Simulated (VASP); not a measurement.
Wanted: the native input for a VASP 6.6.1 run.

- Task: single point
- Functional: PBE
- Potentials or basis: VASP PAW PBE potentials, release 64 (Al, O, H)
- Cutoff: 520 eV
- k mesh: 5 × 5 × 1
- Occupations: gaussian, width 0.1 eV
- Spin: collinear spin, ferromagnetic start
- Starting moments: [0.0, 0.0, 0.0, 0.0, 0.0, 0.0, 0.0, 0.0, 0.0, 0.0, 0.0, 0.0, 1.0, 0.0] μB
- Dipole correction: yes
- Further INCAR settings: ALGO = Fast; EDIFF = 1e-06; NBANDS = 38

The structure of Al12HO lies in POSCAR:

```
Al12HO
1.0
    5.7143028096      0.0000000000      0.0000000000
    0.0000000000      5.7143028096      0.0000000000
    0.0000000000      0.0000000000     22.1750227687
Al O H
12 1 1
Direct
    0.2500000000      0.2500000000      0.1803831293
    0.2500000000      0.7500000000      0.1803831293
    0.7500000000      0.2500000000      0.1803831293
    0.7500000000      0.7500000000      0.1803831293
    0.0000000000      0.0000000000      0.2744094920
    0.0000000000      0.5000000000      0.2744094920
    0.5000000000      0.0000000000      0.2744094920
    0.5000000000      0.5000000000      0.2744094920
    0.2500000000      0.2500000000      0.3686590473
    0.2500000000      0.7500000000      0.3686590473
    0.7500000000      0.2500000000      0.3686590473
    0.7500000000      0.7500000000      0.3686590473
    0.5000000000      0.5000000000      0.3934617276
    0.6237433165      0.6237433165      0.3934617276
```

The input as run:

INCAR

```
SYSTEM = Al12HO
ALGO = Fast ; DIPOL = 0.5 0.5 0.291
EDIFF = 1E-6 ; ENCUT = 520
GGA = PE ; IDIPOL = 3
ISIF = 2 ; ISMEAR = 0
ISPIN = 2 ; LASPH = .True.
LCHARG = .False. ; LDIPOL = .True.
LORBIT = 11 ; LREAL = .False.
LWAVE = .False. ; MAGMOM = 0 0 0 0 0 0 0 0 0 0 0 0 1 0
NBANDS = 38 ; NELM = 150
PREC = Accurate ; SIGMA = 0.1
```

KPOINTS

```
k-points
0
Gamma
  5 5 1
  0 0 0
```

Potentials or basis: VASP PAW PBE potentials, release 64 (Al, O, H).

Launch:

```bash
$ cat potpaw_PBE.64/Al/POTCAR potpaw_PBE.64/O/POTCAR potpaw_PBE.64/H/POTCAR > POTCAR
$ mpirun -np 1 vasp_std > vasp.out
```

Results of the run:

The largest force is 17.719 eV/Å, the net moment is 0.00 μB per cell and the valence electrons inside the program's atomic spheres are Al 0.76, 0.77, 0.75, 0.74, 0.95 (each value once); O 5.12; H 0.89.

It took 23 min on 1 thread of Oxide Virtual Turin-like Processor, with other jobs on the host, peak memory 1 GiB.
